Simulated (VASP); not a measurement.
SiMo5: single point with LDA

The system is SiMo5, a slab with vacuum.

```
CELL_PARAMETERS angstrom
3.11132 0.00000 0.00000
0.00000 3.11132 0.00000
0.00000 0.00000 25.22265
ATOMIC_POSITIONS crystal
Mo 0.50000 0.50000 0.33700
Mo 0.00000 0.00000 0.39868
Mo 0.50000 0.50000 0.45885
Mo 0.00000 0.00000 0.52239
Mo 0.50000 0.50000 0.57976
Si 0.50000 0.50000 0.67462
```

* Program: VASP 6.6.1
* Task: single point
* Functional: LDA
* Potentials or basis: VASP PAW LDA potentials, release 64 (Mo_sv, Si)
* Cutoff: 520 eV
* k mesh: 9 × 9 × 1
* Occupations: gaussian, width 0.1 eV
* Spin: no spin polarisation

```
Largest force          : 1.324 eV/Å
Band gap on the k mesh : zero (bands 37 and 38 overlap by 0.89 eV)
```

Forces in eV/Å, atoms in the order of the input:
```
Mo   0.000  0.000  1.249
Mo   0.000  0.000 -1.324
Mo   0.000  0.000  0.004
Mo   0.000  0.000 -0.005
Mo   0.000  0.000  0.041
Si   0.000  0.000  0.034
```

Levels at points of the mesh, in eV from the Fermi level:
```tsv
k point	band 35	band 36	band 37	band 38	band 39	band 40
(0.00, 0.00, 0.00)	-0.82	-0.27	-0.10	-0.09	-0.06	-0.06
```

Run time: 6.5 min on 1 thread of Intel Xeon 8259CL (shared host), peak memory 0.33 GiB.
